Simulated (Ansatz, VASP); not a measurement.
## CuI in VASP and in Ansatz

The input INCAR:

```
SYSTEM = CuI
PREC     = Accurate       ! precision mode
ENCUT    = 520            ! plane-wave cutoff, eV
EDIFF    = 1E-6           ! SCF threshold, eV
ISMEAR   = -1             ! smearing method
SIGMA    = 0.02           ! smearing width, eV
LREAL    = .False.        ! projectors in reciprocal space
LASPH    = .True.         ! aspherical terms in the spheres
NELM     = 150            ! most SCF steps
ALGO     = Normal         ! electronic algorithm
ISIF     = 2              ! what is computed and relaxed
LWAVE    = .False.        ! write WAVECAR
LCHARG   = .False.        ! write CHGCAR
MAGMOM   = 0 0 0 0 0 0    ! initial moments
LORBIT   = 11             ! projections on sites
LSORBIT  = .True.         ! spin-orbit coupling
GGA_COMPAT= .False.      
LORBMOM  = .True.       
LMAXMIX  = 4              ! l up to which the mixer works
GGA      = PE             ! functional
NBANDS   = 30             ! bands
```

KPOINTS

```
Automatic mesh
0
Gamma
  8 8 8
  0 0 0
```

POSCAR

```
CuI
1.0
    0.0000000000      3.0120426902      3.0120426902
    3.0120426902      0.0000000000      3.0120426902
    3.0120426902      3.0120426902      0.0000000000
Cu I
1 1
Direct
    0.2500000000      0.2500000000      0.2500000000
    0.0000000000      0.0000000000      0.0000000000
```

Input for Ansatz:

```yaml
crystal:
  lattice:
    - [0.0, 3.0120426902, 3.0120426902]
    - [3.0120426902, 0.0, 3.0120426902]
    - [3.0120426902, 3.0120426902, 0.0]
  atoms:
    - { symbol: Cu, position: [0.25, 0.25, 0.25] }
    - { symbol: I, position: [0.0, 0.0, 0.0] }
kpoints:
  mp_grid: { grid: [8, 8, 8] }
  band_path:
    path:
      - [0.0, 0.0, 0.0]
      - [-0.5, -0.5, 0.0]
      - [-0.375, -0.375, 0.25]
      - [-0.375, 0.0, 0.375]
      - [0.0, 0.0, 0.5]
      - [-0.5, -0.25, 0.25]
    npoints: 1
hamiltonian:
  xc: pbe
scf:
  occupations: { method: fermi_dirac, width: 0.02 }
  n_extra_bands: 8
magnetization:
  noncollinear: true
  spin_orbit: true
output:
  forces: true
  stress: true
  eigenvalues: true
  write_density: true
  write_potential: true
  elf: true
  volumetric_format: npy
```

Alike in both runs: task single point; functional PBE; k mesh 8 × 8 × 8; occupations fermi-dirac, width 0.02 eV; non-collinear spin, spin-orbit coupling.

```csv
,VASP,Ansatz
version,VASP 6.6.1,Ansatz 0.2.0
potentials or method,"VASP PAW PBE potentials, release 64 (Cu, I)","plane waves, PAW"
plane-wave cutoff (eV),520,420
valence electrons in the cell,18,36
```

VASP gave:

| Quantity | Value |
| --- | --- |
| pressure (GPa) | 1.6 |
| net moment per atom (μB) | 0.00 |

Problem. Estimate Ansatz's values.

Solution. Pressure (GPa): 1.2; net moment per atom (μB): 0.00.

VASP's potentials hold 18 valence electrons a cell and Ansatz's 36, so a difference there can come from the potentials and not from the codes.
